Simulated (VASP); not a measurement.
HfN: single point with PBEsol

HfN:

```
Hf N
1.0
     0.00000    2.39696    2.39696
     2.39696    0.00000    2.39696
     2.39696    2.39696    0.00000
Hf N
1 1
Direct
  0.00000 0.00000 0.00000
  0.25000 0.25000 0.25000
```

```yaml
Program: VASP 6.6.1
Task: single point
Functional: PBEsol
Potentials_or_basis: VASP PAW PBE potentials, release 64 (Hf_pv, N)
Cutoff: 520 eV
k_mesh: 9 × 9 × 9
Occupations: fermi-dirac, width 0.05 eV
Spin: no spin polarisation
Dipole_correction: no
Further_INCAR_settings: ALGO = Normal; EDIFF = 1e-06; NBANDS = 14
```

```
Pressure : 9.3 GPa
```

Levels at points of the mesh, in eV from the Fermi level:
```tsv
k point	band 3	band 4	band 5	band 6	band 7	band 8	band 9	band 10	band 11	band 12
(0.00, 0.00, 0.00)	-30.80	-16.47	-5.79	-5.79	-5.79	-0.56	2.37	2.37	7.05	7.05
```

Wall time 8.1 s on 1 thread of Intel Xeon 6975P-C, on a shared host, peak memory 0.17 GiB.

Caveat: the PAW data sets were made with another functional, which shifts forces and pressure a little; spin-orbit coupling is left out, which moves the levels of the heavy elements.
